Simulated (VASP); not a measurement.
Here is a VASP 6.6.1 calculation.

File INCAR:

```
PREC     = Accurate       # precision mode
ENCUT    = 520            # plane-wave cutoff, eV
EDIFF    = 1E-7           # SCF threshold, eV
ISMEAR   = -1             # smearing method
SIGMA    = 0.1            # smearing width, eV
LREAL    = False          # projectors in reciprocal space
LASPH    = True           # aspherical terms in the spheres
NELM     = 80             # most SCF steps
ALGO     = Normal         # electronic algorithm
ISIF     = 2              # what is computed and relaxed
LWAVE    = False          # write WAVECAR
LCHARG   = True           # write CHGCAR
GGA      = RP             # functional
LELF     = True           # ELF
LVHAR    = True         
NBANDS   = 16             # bands
```

The input KPOINTS:

```
regular mesh
0
Gamma
  15 15 8
```

File POSCAR:

```
Ir
1.0
    2.6447795588      0.0000000000      0.0000000000
   -1.3223897794      2.2904462853      0.0000000000
    0.0000000000      0.0000000000      4.2886424580
Ir
2
Direct
    0.3333333333      0.6666666667      0.2500000000
    0.6666666667      0.3333333333      0.7500000000
```

Potentials or basis: VASP PAW PBE potentials, release 64 (Ir).

The run is started by

```console
$ cat potpaw_PBE.64/Ir/POTCAR > POTCAR
$ mpirun -np 1 vasp_std > vasp.out
```

(1) What does it give for the pressure?

(2) Predict the band gap on the k mesh.

Answers

(1) 58.6 GPa.

(2) zero (band 9 reaches 13.32 eV, above the bottom of band 10 at 9.53 eV).

Caveat: the PAW data sets were made with another functional, which shifts forces and pressure a little; spin-orbit coupling is left out, which moves the levels of the heavy elements.
